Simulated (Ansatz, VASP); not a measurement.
Ni: VASP beside Ansatz

INCAR

```
ALGO = Normal
EDIFF = 1E-8
ENCUT = 520
GGA = PE
ISIF = 2
ISMEAR = -1
ISPIN = 2
LASPH = T
LCHARG = F
LEFG = T
LMAXMIX = 4
LORBIT = 11
LREAL = F
LWAVE = F
MAGMOM = 1.5
NBANDS = 15
NELM = 150
PREC = Accurate
SIGMA = 0.05
```

The input KPOINTS:

```
k-points
0
Gamma
  20 20 20
```

Contents of POSCAR:

```
Ni
1.0
    0.0000000000      1.7796586194      1.7796586194
    1.7796586194      0.0000000000      1.7796586194
    1.7796586194      1.7796586194      0.0000000000
Ni
1
Direct
    0.0000000000      0.0000000000      0.0000000000
```

Input for Ansatz:

```yaml
crystal:
  lattice:
    - [0.0, 1.7796586194, 1.7796586194]
    - [1.7796586194, 0.0, 1.7796586194]
    - [1.7796586194, 1.7796586194, 0.0]
  atoms:
    - { symbol: Ni, position: [0.0, 0.0, 0.0], spin: 1.5 }
magnetization:
  spin_polarized: true
kpoints:
  mp_grid: { grid: [20, 20, 20] }
scf:
  occupations: { method: fermi_dirac, width: 0.05 }
hamiltonian:
  xc: pbe
  pseudopotentials: { kind: paw }
output:
  forces: true
  stress: true
  eigenvalues: true
  efg: { contact_densities: true }
  write_density: true
  write_potential: true
  elf: true
  volumetric_format: npy
```

Change from the starting cell: volume scaled by 1.02, PAW files.

Alike in both runs: task electric field gradients; functional PBE; k mesh 20 × 20 × 20; occupations fermi-dirac, width 0.05 eV; collinear spin.

|  | VASP | Ansatz |
| --- | --- | --- |
| version | VASP 6.6.1 | Ansatz 0.2.0 |
| potentials or method | VASP PAW PBE potentials, release 64 (Ni) | PAW with Ansatz's default frozen-core files, scalar-relativistic |
| plane-wave cutoff (eV) | 520 | 420 |
| valence electrons in the cell | 10 | 18 |

Ansatz gave:

* pressure (GPa): -6.3
* net moment per atom (μB): 0.64
* size of the moment on the site where the two differ most (μB): 0.68

Question: What did VASP give for the same quantities?

Answer: Pressure (GPa): -6.2; net moment per atom (μB): 0.63; size of the moment on the site where the two differ most (μB): 0.65.

Site moments also hang on the region over which each program counts them. VASP's potentials hold 10 valence electrons a cell and Ansatz's 18, so a difference there can come from the potentials and not from the codes.
